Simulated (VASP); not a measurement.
Set up this calculation in VASP 6.6.1, as the native input.

```
Task                   : single point
Functional             : PBEsol
Potentials or basis    : VASP PAW PBE potentials, release 64 (Al, Ru_pv)
Cutoff                 : 520 eV
k mesh                 : 16 × 16 × 8
Occupations            : gaussian, width 0.15 eV
Spin                   : no spin polarisation
Dipole correction      : no
Further INCAR settings : ALGO = Fast; EDIFF = 1e-06; NBANDS = 25
```

The structure of AlRu lies in POSCAR:

```
AlRu
1.0
    2.9763250904      0.0000000000      0.0000000000
    0.0000000000      2.9763250904      0.0000000000
    0.0000000000      0.0000000000      5.9526501809
Al Ru
2 2
Direct
    0.0000000000      0.0000000000     -0.0024526891
    0.0000000000      0.0000000000      0.5024526891
    0.4741291701      0.5000000000      0.2500000000
    0.5258708299      0.5000000000      0.7500000000
```

This cell differs from its parent crystal: atoms displaced along a vibrational mode.

The input as run:

INCAR

```
PREC = Accurate
ENCUT = 520
EDIFF = 1E-6
ISMEAR = 0
SIGMA = 0.15
LREAL = F
LASPH = T
NELM = 60
ALGO = Fast
ISIF = 2
LWAVE = F
LCHARG = F
GGA = PS
NBANDS = 25
```

KPOINTS

```
regular mesh
0
Gamma
  16 16 8
```

Potentials or basis: VASP PAW PBE potentials, release 64 (Al, Ru_pv).

Run with:

```sh
$ cat potpaw_PBE.64/Al/POTCAR potpaw_PBE.64/Ru_pv/POTCAR > POTCAR
$ mpirun -np 1 vasp_std > vasp.out
```

Results of the run:

```yaml
Pressure: 0.7 GPa
Largest_force: 0.793 eV/Å
Band_gap_on_the_k_mesh: zero (bands 17 and 18 overlap by 2.98 eV)
```

Caveat: the cell differs from its parent crystal (atoms displaced along a vibrational mode); the PAW data sets were made with another functional, which shifts forces and pressure a little.

It took 3.8 min on 1 thread of AMD EPYC 9R45 96-Core Processor (Zen 5) (shared host), peak memory 0.49 GiB.
